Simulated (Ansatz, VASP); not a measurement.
# One calculation of Si, two programs

File INCAR:

```
SYSTEM = Si
  ALGO = Normal
  EDIFF = 1E-6
  ENCUT = 520
  ISIF = 2
  ISMEAR = -1
  LASPH = .True.
  LCHARG = .False.
  LREAL = .False.
  LWAVE = .False.
  NBANDS = 11
  NELM = 60
  PREC = Accurate
  SIGMA = 0.1
```

The input KPOINTS:

```
k-points
0
Gamma
  15 15 8
  0 0 0
```

The input POSCAR:

```
Si
1.0
    2.7007237321      0.0000000000      0.0000000000
   -1.3503618660      2.3388953606      0.0000000000
    0.0000000000      0.0000000000      4.5556034658
Si
2
Direct
    0.3333333333      0.6666666667      0.2500000000
    0.6666666667      0.3333333333      0.7500000000
```

Input for Ansatz:

```yaml
crystal:
  lattice:
    - [2.7007237321, 0.0, 0.0]
    - [-1.350361866, 2.3388953606, 0.0]
    - [0.0, 0.0, 4.5556034658]
  atoms:
    - { symbol: Si, position: [0.3333333333, 0.6666666667, 0.25] }
    - { symbol: Si, position: [0.6666666667, 0.3333333333, 0.75] }
hamiltonian:
  xc: lda
  pseudopotentials:
    kind: paw
    azcp:
      Si: "pseudopotentials/Si.paw.azcp"
basis:
  ecutwfc: 420
  fft_grid_basis: typed
kpoints:
  mp_grid: { grid: [15, 15, 8], shift: [0, 0, 0] }
magnetization:
  spin_polarized: false
scf:
  occupations: { method: fermi_dirac, width: 0.1 }
  lower_state_search: "off"
output:
  stress: true
```

Alike in both runs: task single point; functional LDA; k mesh 15 × 15 × 8; occupations fermi-dirac, width 0.1 eV; no spin polarisation.

|  | VASP | Ansatz |
| --- | --- | --- |
| version | VASP 6.6.1 | Ansatz 0.2.0 |
| potentials or method | VASP PAW LDA potentials, release 64 (Si), cutoff 520 eV | plane waves (420 eV) with PAW, scalar-relativistic |
| valence electrons in the cell | 8 | 8 |

```csv
,VASP,Ansatz,Ansatz less VASP
pressure (GPa),-3.6,-3.6,-0.04
"traceless stress, the component that is largest in VASP (GPa)",0.91,0.91,-0.003
```

Ansatz warns that its potentials were made for another functional, while VASP's fit it. LDA's correlation is that of Perdew and Zunger in VASP and of Perdew and Wang (1992) in Ansatz.
